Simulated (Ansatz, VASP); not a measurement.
NaYC: VASP beside Ansatz

```xyz
6
Lattice="4.5142 0.0000 0.0000 0.0000 4.5142 0.0000 0.0000 0.0000 6.3467" Properties=species:S:1:pos:R:3 pbc="T T T"
Na    2.2571    2.2571    3.1734
Na    0.0000    0.0000    3.1734
Y     0.0000    0.0000    0.0000
Y     2.2571    2.2571    0.0000
C     2.2571    0.0000    5.3132
C     0.0000    2.2571    1.0335
```

Alike in both runs: functional PBE; k mesh 8 × 8 × 6; occupations gaussian, width 0.02 eV; no spin polarisation.

Ansatz relaxed the structure, and its values are those at the end. VASP's run is a single point on that final structure, the one shown.

|  | VASP | Ansatz |
| --- | --- | --- |
| version | VASP 6.6.1 | Ansatz 0.2.0 |
| potentials or method | VASP PAW PBE potentials, release 64 (Na_pv, Y_sv, C), cutoff 520 eV | scalar-relativistic, plane waves, PAW |
| valence electrons in the cell | 44 | 48 |

```tsv
	VASP	Ansatz	Ansatz less VASP
gap on the k mesh at the Fermi level (eV)	0.50	0.50	+0.002
least direct gap on the mesh (eV)	0.56	0.56	+0.005
pressure (GPa)	0.0	0.0	+0.04
```

With one functional, cell and mesh, what is left measures potentials, basis and numerics. VASP's potentials hold 44 valence electrons a cell and Ansatz's 48, so a difference there can come from the potentials and not from the codes.
